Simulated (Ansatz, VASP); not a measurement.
## Two plane-wave programs on NbP

```xyz
4
Lattice="-1.6749 1.6749 5.7401 1.6749 -1.6749 5.7401 1.6749 1.6749 -5.7401" Properties=species:S:1:pos:R:3 pbc="T T T"
Nb    1.6749    0.0000    2.8687
Nb    0.0000    0.0000    5.7387
P     0.0000    1.6749    3.8200
P     0.0000    0.0000    0.9500
```

Alike in both runs: functional BLYP; k mesh 11 × 11 × 11; occupations fermi-dirac, width 0.05 eV; no spin polarisation.

```csv
,VASP,Ansatz
version,VASP 6.6.1,Ansatz 0.2.0
potentials or method,"VASP PAW PBE potentials, release 64 (Nb_sv, P)",Ansatz PAW
plane-wave cutoff (eV),520,420
valence electrons in the cell,36,36
task,single point,band structure
```

VASP gave:

- gap on the k mesh at the Fermi level (eV): none
- pressure (GPa): 7.7
- rms of the force components (eV/Å): 0.005

**Question.** Which values does Ansatz return?

**Answer.** gap on the k mesh at the Fermi level (eV): none; pressure (GPa): 7.7; rms of the force components (eV/Å): 0.004.

VASP's potentials were made for PBE, not for BLYP. Atom by atom the forces differ by 0.001 eV/Å (rms over components). A gap of «none» marks a metal or a gap that the smearing closes. The functional is the same, so the differences come from potentials, cutoffs and numerics.
